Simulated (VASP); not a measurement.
Here is a VASP 6.6.1 calculation.

The input POSCAR:

```
Ti
1.0
    2.9057478925      0.0000000000      0.0000000000
   -1.4528739462      2.5164514919      0.0000000000
    0.0000000000      0.0000000000      4.8265800000
Ti
2
Direct
    0.3333333333      0.6666666667      0.2500000000
    0.6666666667      0.3333333333      0.7500000000
```

File INCAR.step1:

```
SYSTEM = Ti
ALGO = Normal
EDIFF = 1E-4
ENCUT = 520
GGA = PE
ISMEAR = 0
LASPH = .TRUE.
LCHARG = .FALSE.
LREAL = .FALSE.
LWAVE = .TRUE.
NBANDS = 19
NELM = 60
PREC = Accurate
SIGMA = 0.15
```

File INCAR.step2:

```
SYSTEM = Ti
ALGO = Normal
EDIFF = 1E-6
ENCUT = 520
ISIF = 2
ISMEAR = 0
ISTART = 1
LASPH = .TRUE.
LCHARG = .FALSE.
LMIXTAU = .TRUE.
LREAL = .FALSE.
LWAVE = .FALSE.
METAGGA = R2SCAN
NBANDS = 19
NELM = 60
PREC = Accurate
SIGMA = 0.15
```

KPOINTS

```
k-points
0
G
  18 18 10
  0 0 0
```

Potentials or basis: VASP PAW PBE potentials, release 64 (Ti_sv).

Command:

```bash
$ cat potpaw_PBE.64/Ti_sv/POTCAR > POTCAR
$ cp INCAR.step1 INCAR
$ mpirun -np 1 vasp_std > vasp.out
$ cp INCAR.step2 INCAR
$ mpirun -np 1 vasp_std > vasp.out
```

Question: Estimate the band gap on the k mesh.

Answer: Zero (bands 12 and 13 overlap by 1.02 eV).

Question: Estimate the pressure.

Answer: -1.8 GPa.

Stress tensor (GPa, compression positive):
```
 0.26  0.00  0.00
 0.00  0.26  0.00
 0.00  0.00 -5.86
```

Caveat: the cell differs from its parent crystal (strain -0.015 along x and y, +0.030 along z); the PAW data sets were made with another functional, which shifts forces and pressure a little.
